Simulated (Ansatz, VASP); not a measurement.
**Sn in VASP and in Ansatz**

```
Sn
1.0
     5.95741    0.00000    0.00000
     0.00000    5.95741    0.00000
     0.00000    0.00000    5.95741
Sn
8
Direct
  0.00000 0.00000 0.00000
  0.50000 0.50000 0.50000
  0.25000 0.00000 0.50000
  0.75000 0.00000 0.50000
  0.50000 0.25000 0.00000
  0.50000 0.75000 0.00000
  0.00000 0.50000 0.25000
  0.00000 0.50000 0.75000
```

Alike in both runs: functional LDA; k mesh 4 × 4 × 4; occupations fermi-dirac, width 0.1 eV; no spin polarisation.

Ansatz relaxed the structure, and its values are those at the end. VASP's run is a single point on that final structure, the one shown.

|  | VASP | Ansatz |
| --- | --- | --- |
| version | VASP 6.6.1 | Ansatz 0.2.0 |
| potentials or method | VASP PAW LDA potentials, release 64 (Sn_d), cutoff 520 eV | plane waves (420 eV) with PAW, scalar-relativistic |
| valence electrons in the cell | 112 | 112 |

|  | VASP | Ansatz | Ansatz less VASP |
| --- | --- | --- | --- |
| pressure (GPa) | 0.0 | 0.0 | +0.01 |

Ansatz warns that its potentials were made for another functional, while VASP's fit it. LDA's correlation is that of Perdew and Zunger in VASP and of Perdew and Wang (1992) in Ansatz.
